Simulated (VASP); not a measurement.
ScHg, 2 atoms in the cell. Symmetry: Pm-3m, No. 221, cubic system. The conventional cell has a = 3.480 Å, b = 3.480 Å, c = 3.480 Å, α = 90.00°, β = 90.00°, γ = 90.00°. Sc (site symmetry m-3m) has 8 Hg at 3.01 Å and 6 Sc at 3.48 Å within 4.0 Å. Hg (site symmetry m-3m) has 8 Sc at 3.01 Å and 6 Hg at 3.48 Å within 4.0 Å. 

| Item | Value |
| --- | --- |
| Program | VASP 6.6.1 |
| Task | single point |
| Functional | PBEsol |
| Potentials or basis | VASP PAW PBE potentials, release 64 (Sc_sv, Hg) |
| Cutoff | 520 eV |
| k mesh | 9 × 9 × 9 |
| Occupations | methfessel-paxton, width 0.1 eV |
| Spin | no spin polarisation |
| Dipole correction | no |
| Further INCAR settings | ALGO = Normal; EDIFF = 1e-07; NBANDS = 18 |

Potentials or basis: VASP PAW PBE potentials, release 64 (Sc_sv, Hg).

Run with:

```sh
$ cat potpaw_PBE.64/Sc_sv/POTCAR potpaw_PBE.64/Hg/POTCAR > POTCAR
$ mpirun -np 1 vasp_std > vasp.out
```

Hardware: 1 thread of Intel(R) Xeon(R) 6975P-C (Granite Rapids), on a shared host.

Question: How long does it take, and how much memory?

Answer: Run time: 14 s on 1 thread of Intel(R) Xeon(R) 6975P-C (Granite Rapids), on a shared host, peak memory 0.17 GiB. Counts: scf iterations 14, k points 35.
